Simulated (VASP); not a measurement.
# ZnS (F-43m) in VASP: notebook, part 2 of 2

VASP 6.6.1. The steps go on from the part before.

## (3) Elastic constants, LDA

This run uses another cell than the first one, of 18.58 Å³/atom, 1.012 times its volume.

Contents of INCAR:

```
SYSTEM = ZnS
PREC = Accurate ; ENCUT = 600
EDIFF = 1E-8 ; ISMEAR = 0
SIGMA = 0.01 ; LREAL = .FALSE.
LASPH = .TRUE. ; NELM = 80
ALGO = Normal ; ISIF = 3
LWAVE = .FALSE. ; LCHARG = .TRUE.
GGA = CA ; NBANDS = 16
IBRION = 6 ; NFREE = 2
POTIM = 0.015 ; NSW = 1
```

Contents of KPOINTS:

```
Automatic mesh
0
G
  8 8 8
  0 0 0
```

Contents of POSCAR:

```
ZnS
1.0
    0.0000000000      2.6484702549      2.6484702549
    2.6484702549      0.0000000000      2.6484702549
    2.6484702549      2.6484702549      0.0000000000
Zn S
1 1
Direct
    0.7500000000      0.7500000000      0.7500000000
    0.0000000000      0.0000000000      0.0000000000
```

Potentials or basis: VASP PAW LDA potentials, release 64 (Zn, S).

Launch:

```
cat potpaw_LDA.64/Zn/POTCAR potpaw_LDA.64/S/POTCAR > POTCAR
mpirun -np 1 vasp_std > vasp.out
```

OUTCAR:

```text
SYSTEM = ZnS
   PREC = Accurate
   ENCUT = 600
   EDIFF = 1E-8
   ISMEAR = 0
   LREAL = .FALSE.
   LASPH = .TRUE.
   NELM = 80
   ISIF = 3
   GGA = CA
   IBRION = 6
   NFREE = 2
   POTIM = 0.015
   NSW = 1

 ion  position               nearest neighbor table
   1  0.750  0.750  0.750-   2 2.29   2 2.29   2 2.29   2 2.29
   2  0.000  0.000  0.000-   1 2.29   1 2.29   1 2.29   1 2.29

  LATTYP: Found a face centered cubic cell.
 ALAT       =     5.2969405098

  Lattice vectors:

 A1 = (   0.0000000000,   2.6484702549,   2.6484702549)
 A2 = (   2.6484702549,   0.0000000000,   2.6484702549)
 A3 = (   2.6484702549,   2.6484702549,   0.0000000000)

Analysis of symmetry for initial positions (statically):
=====================================================================
 Subroutine PRICEL returns:
 Original cell was already a primitive cell.

 Routine SETGRP: Setting up the symmetry group for a
 face centered cubic supercell.

 Subroutine GETGRP returns: Found 24 space group operations
 (whereof 24 operations were pure point group operations)
 out of a pool of 48 trial point group operations.

The static configuration has the point symmetry T_d .

Analysis of symmetry for dynamics (positions and initial velocities):
[... 823 lines left out ...]
  -------------------------------------------------------------------------------------
  Total        0.0560716      0.0583975      0.0583975      0.0000000      0.1027600      0.0000000
  in kB        2.4179010      2.5181969      2.5181969      0.0000000      4.4311803      0.0000000
  external PRESSURE =       2.4847650 kB  Pullay stress =       0.0000000 kB
[... 17 lines left out ...]
  FREE ENERGIE OF THE ION-ELECTRON SYSTEM (eV)
  ---------------------------------------------------
  free  energy   TOTEN  =        -8.2069437546 eV

  energy  without entropy=       -8.2069437546  energy(sigma->0) =       -8.20694375

 INTERNAL STRAIN TENSORS FROM STRAINED CELLS
 ============================================

 INTERNAL STRAIN TENSOR FOR ION    1 for displacements in x,y,z  (eV/Angst):
          X           Y           Z          XY          YZ          ZX
  --------------------------------------------------------------------------------
  x    -0.00000    -0.00000     0.00000     0.00000     6.84289     0.00000
  y    -0.00000    -0.00000     0.00000     0.00000     0.00000     6.84285
  z    -0.00000    -0.00000    -0.00000     6.84125    -0.00000     0.00000

 INTERNAL STRAIN TENSORS FROM DISPLACED ATOMS
 ============================================

 INTERNAL STRAIN TENSOR FOR ION    1 for displacements in x,y,z  (eV/Angst):
          X           Y           Z          XY          YZ          ZX
  --------------------------------------------------------------------------------
  x     0.00000     0.00000     0.00000     0.00000     6.83518     0.00000
  y     0.00000     0.00000     0.00000     0.00000     0.00000     6.83518
  z     0.00000     0.00000     0.00000     6.83518     0.00000     0.00000

 INTERNAL STRAIN TENSOR FOR ION    2 for displacements in x,y,z  (eV/Angst):
          X           Y           Z          XY          YZ          ZX
  --------------------------------------------------------------------------------
  x     0.00000     0.00000     0.00000     0.00000    -6.84350     0.00000
  y     0.00000    -0.00000     0.00000     0.00000     0.00000    -6.84350
  z     0.00000     0.00000     0.00000    -6.84350     0.00000     0.00000

 Eigenvectors and eigenvalues of the dynamical matrix
 ----------------------------------------------------

   1 f  =    8.755471 THz    55.012249 2PiTHz  292.051090 cm-1    36.209704 meV
             X         Y         Z           dx          dy          dz
      3.972705  3.972705  3.972705    -0.572713    0.000000    0.000000
      0.000000  0.000000  0.000000     0.819756    0.000000    0.000000
[... 21 lines left out ...]
   6 f/i=    0.009603 THz     0.060340 2PiTHz    0.320337 cm-1     0.039717 meV
             X         Y         Z           dx          dy          dz
      3.972705  3.972705  3.972705    -0.819756    0.000000    0.000000
      0.000000  0.000000  0.000000    -0.572713    0.000000    0.000000

--------------------------------------------------------------------------------------------------------

 ELASTIC MODULI CONTR FROM IONIC RELAXATION (kBar)
 Direction    XX          YY          ZZ          XY          YZ          ZX
 --------------------------------------------------------------------------------
 XX          -0.0000     -0.0000     -0.0000      0.0000      0.0000      0.0000
 YY          -0.0000     -0.0000      0.0000     -0.0000      0.0000     -0.0000
 ZZ          -0.0000      0.0000     -0.0000      0.0000      0.0000     -0.0000
 XY           0.0000     -0.0000      0.0000   -299.1339     -0.0000     -0.0000
 YZ           0.0000      0.0000      0.0000     -0.0000   -299.1339      0.0000
 ZX           0.0000     -0.0000     -0.0000     -0.0000      0.0000   -299.1339
 --------------------------------------------------------------------------------

 TOTAL ELASTIC MODULI (kBar)
 Direction    XX          YY          ZZ          XY          YZ          ZX
 --------------------------------------------------------------------------------
 XX        1170.9613    720.9756    720.9756     -0.0000     -0.0000      0.0000
 YY         720.9756   1170.9613    720.9756     -0.0000     -0.0000     -0.0000
 ZZ         720.9756    720.9756   1170.9613     -0.0000     -0.0000      0.0000
 XY          -0.0000     -0.0000     -0.0000    517.7295     -0.0000     -0.0000
 YZ          -0.0000     -0.0000     -0.0000     -0.0000    517.7295      0.0000
 ZX           0.0000     -0.0000      0.0000     -0.0000      0.0000    517.7295
 --------------------------------------------------------------------------------
```

OSZICAR:

```text
N       E                     dE             d eps       ncg     rms          rms(c)
DAV:   1     0.884436962236E+02    0.88444E+02   -0.94375E+03   928   0.150E+03
DAV:   2    -0.301521773658E+01   -0.91459E+02   -0.85868E+02  1096   0.282E+02
DAV:   3    -0.858581407676E+01   -0.55706E+01   -0.55377E+01  1160   0.636E+01
[... 202 lines left out ...]
DAV:   4    -0.820694456770E+01    0.24812E-04   -0.12210E-04  3712   0.824E-02    0.150E-02
DAV:   5    -0.820694375698E+01    0.81072E-06   -0.27057E-05  3440   0.411E-02    0.145E-02
DAV:   6    -0.820694380738E+01   -0.50402E-07   -0.13543E-06  3832   0.908E-03    0.826E-03
DAV:   7    -0.820694375285E+01    0.54535E-07   -0.15013E-07  4008   0.371E-03    0.510E-04
DAV:   8    -0.820694375456E+01   -0.17110E-08   -0.22922E-08  3360   0.143E-03
  17 F= -.82069438E+01 E0= -.82069438E+01  d E =-.356450E-47
```

stdout:

```text
POSCAR found type information on POSCAR ZnS
 POSCAR found :  2 types and       2 ions
 scaLAPACK will be used
 LDA part: xc-table for (Slater(with rela. corr.)+CA(PZ))
 , standard interpolation
 POSCAR, INCAR and KPOINTS ok, starting setup
 FFT: planning ... GRIDC
 FFT: planning ... GRID_SOFT
 FFT: planning ... GRID
 WAVECAR not read
 entering main loop
 Found     2 degrees of freedom:
 Adding 6 more for cell shape distortion
 Finite differences POTIM= 0.01500 DOF=   8
 bond charge predicted
 Finite differences progress:
 bond charge predicted
 Finite differences progress:
 bond charge predicted
 Finite differences progress:
 bond charge predicted
 Finite differences progress:
 bond charge predicted
 Finite differences progress:
 bond charge predicted
 Finite differences progress:
 bond charge predicted
 Finite differences progress:
 bond charge predicted
 Finite differences progress:
 bond charge predicted
 Finite differences progress:
 bond charge predicted
 Finite differences progress:
 bond charge predicted
 Finite differences progress:
 bond charge predicted
 Finite differences progress:
 bond charge predicted
 Finite differences progress:
 bond charge predicted
 Finite differences progress:
 bond charge predicted
 Finite differences progress:
 bond charge predicted
 Finite differences progress:
```

It took 13 min on 1 thread of Intel Xeon 6975P-C, shared host; peak memory 0.3 GiB.

Results:

```yaml
Elastic_constants_C11_C12_C44: 117, 72, 52 GPa
Voigt_bulk_modulus: 87 GPa
Highest_phonon_frequency_at_Γ_LO-TO_splitting_left_out: 292 cm⁻¹
```

Phonon frequencies in cm⁻¹ (negative: imaginary):
| q point | frequencies |
| --- | --- |
| (0.000, 0.000, 0.000) | 0 0 0 292 292 292 |

Elastic tensor in Voigt notation (GPa, in the Cartesian axes of the cell as first typed):
```
117  72  72   0   0   0
 72 117  72   0   0   0
 72  72 117   0   0   0
  0   0   0  52   0   0
  0   0   0   0  52   0
  0   0   0   0   0  52
```

Clamped-ion elastic tensor (GPa):
```
117  72  72   0   0   0
 72 117  72   0   0   0
 72  72 117   0   0   0
  0   0   0  82   0   0
  0   0   0   0  82   0
  0   0   0   0   0  82
```
